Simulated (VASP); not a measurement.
# Mg: relaxation of cell and atoms with LDA

Crystal: Mg.

```
Mg
1.0
    -1.48959    1.48959    1.48959
     1.48959   -1.48959    1.48959
     1.48959    1.48959   -1.48959
Mg
1
Direct
  0.00000 0.00000 0.00000
```

| Item | Value |
| --- | --- |
| Program | VASP 6.6.1 |
| Task | relaxation of cell and atoms |
| Functional | LDA |
| Potentials or basis | VASP PAW LDA potentials, release 64 (Mg) |
| Cutoff | 600 eV |
| k mesh | 20 × 20 × 20 |
| Occupations | gaussian, width 0.1 eV |
| Spin | no spin polarisation |
| Target pressure | 50 GPa |
| Dipole correction | no |
| Further INCAR settings | ALGO = Normal; EDIFF = 1e-06; IBRION = 2; EDIFFG = -0.004; NSW = 70; ISIF = 3 |

```
Relaxed volume                                         : 13.24 Å³/atom
Relaxed cell                                           : a = 2.581 Å, b = 2.581 Å, c = 2.581 Å, α = 109.47°, β = 109.47°, γ = 109.47°
Space group after relaxing (to 0.05 Å)                 : Im-3m (No. 229)
Energy change on relaxing (the enthalpy is what falls) : -6.4 meV/atom
Ionic steps                                            : 3
Pressure after relaxing                                : 50.0 GPa
Band gap on the k mesh                                 : zero (band 1 reaches 10.10 eV, above the bottom of band 2 at 5.21 eV)
```

The path:
```csv
step,energy change (eV),largest force (eV/Å),pressure (GPa),volume (Å³)
1,0.0000,0.0000,50.31,13.22
2,-0.0153,0.0000,49.56,13.27
3,-0.0064,0.0000,50.00,13.24
```

Final structure:
```xyz
1
Lattice="-1.4904 1.4904 1.4904 1.4904 -1.4904 1.4904 1.4904 1.4904 -1.4904" Properties=species:S:1:pos:R:3 pbc="T T T"
Mg    0.0000    0.0000    0.0000
```

Levels at points of the mesh, in eV from the Fermi level:
```
           k point  band 1  band 2  band 3  band 4  band 5
(0.00, 0.00, 0.00)   -9.69   16.99   16.99   16.99   19.81
(0.50, 0.00, 0.00)   -2.31   -0.98   10.64   14.35   14.52
(0.50, 0.50, 0.50)    3.92    3.92    5.92    5.92    5.92
```

It took 7.9 s on 1 thread of Intel(R) Xeon(R) 6975P-C (Granite Rapids), with other jobs on the host, peak memory 0.14 GiB.

Caveat: the cell is relaxed towards a set pressure, so the enthalpy falls and the energy may rise.
